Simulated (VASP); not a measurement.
Here is a VASP 6.6.1 calculation.

Contents of INCAR:

```
SYSTEM = Si4W2Cl
PREC = Accurate
ENCUT = 520
EDIFF = 1E-6
ISMEAR = 0
SIGMA = 0.1
LREAL = .FALSE.
LASPH = .TRUE.
NELM = 100
ALGO = Normal
ISIF = 2
LWAVE = .FALSE.
LCHARG = .FALSE.
LDIPOL = .TRUE.
IDIPOL = 3
DIPOL = 0.5 0.5 0.363
GGA = PE
NBANDS = 34
```

Contents of KPOINTS:

```
regular mesh
0
G
  8 8 1
  0 0 0
```

The input POSCAR:

```
Si4W2Cl
1.0
    3.2292919632      0.0000000000      0.0000000000
    0.0000000000      3.2292919632      0.0000000000
    0.0000000000      0.0000000000     21.9372962356
Si W Cl
4 2 1
Direct
    0.0000000000      0.0000000000      0.1823378760
    0.0000000000      0.0000000000      0.3009901015
    0.5000000000      0.5000000000      0.3590107492
    0.5000000000      0.5000000000      0.4757786066
    0.5000000000      0.5000000000      0.2416639887
    0.0000000000      0.0000000000      0.4178382292
    0.7500000000      0.7500000000      0.5607207205
```

Potentials or basis: VASP PAW PBE potentials, release 64 (Si, W_sv, Cl).

Command:

```bash
$ cat potpaw_PBE.64/Si/POTCAR potpaw_PBE.64/W_sv/POTCAR potpaw_PBE.64/Cl/POTCAR > POTCAR
$ mpirun -np 1 vasp_std > vasp.out
```

**Question.** Estimate the largest force.

**Answer.** 0.750 eV/Å.

Forces on the atoms (eV/Å):
```
Si  -0.011 -0.011  0.469
Si   0.019  0.019 -0.593
Si  -0.003 -0.003 -0.462
Si   0.336  0.336  0.580
W    0.005  0.005  0.034
W    0.147  0.147 -0.028
Cl  -0.493 -0.493  0.000
```

Caveat: an odd number of electrons without spin polarisation forces a metal; a magnetic or distorted state may lie lower.
